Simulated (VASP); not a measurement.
Input of a VASP 6.6.1 run:

INCAR

```
PREC = Accurate
ENCUT = 600
EDIFF = 1E-6
ISMEAR = -1
SIGMA = 0.05
LREAL = F
LASPH = T
NELM = 100
ALGO = Normal
ISIF = 3
LWAVE = F
LCHARG = F
GGA = PS
IBRION = 2
NSW = 100
EDIFFG = -0.005
```

Contents of KPOINTS:

```
regular mesh
0
Gamma
  10 10 5
```

Contents of POSCAR:

```
Ca
1.0
    4.0834225607      0.0000000000      0.0000000000
   -2.0417112803      3.5363476720      0.0000000000
    0.0000000000      0.0000000000      6.6894259034
Ca
2
Direct
    0.3333333333      0.6666666667      0.2500000000
    0.6666666667      0.3333333333      0.7500000000
```

Potentials or basis: VASP PAW PBE potentials, release 64 (Ca_sv).

The run is started by

```bash
$ cat potpaw_PBE.64/Ca_sv/POTCAR > POTCAR
$ mpirun -np 1 vasp_std > vasp.out
```

Problem. What does it give for the space group after relaxing (to 0.05 Å)?

Solution. P6_3/mmc (No. 194).

Problem. What does it give for the relaxed cell?

Solution. a = 3.841 Å, b = 3.841 Å, c = 6.397 Å, α = 90.00°, β = 90.00°, γ = 120.00°.

Final structure:
```xyz
2
Lattice="3.8407 0.0000 0.0000 -1.9203 3.3261 0.0000 0.0000 0.0000 6.3971" Properties=species:S:1:pos:R:3 pbc="T T T"
Ca    0.0000    2.2174    1.5993
Ca    1.9203    1.1087    4.7979
```
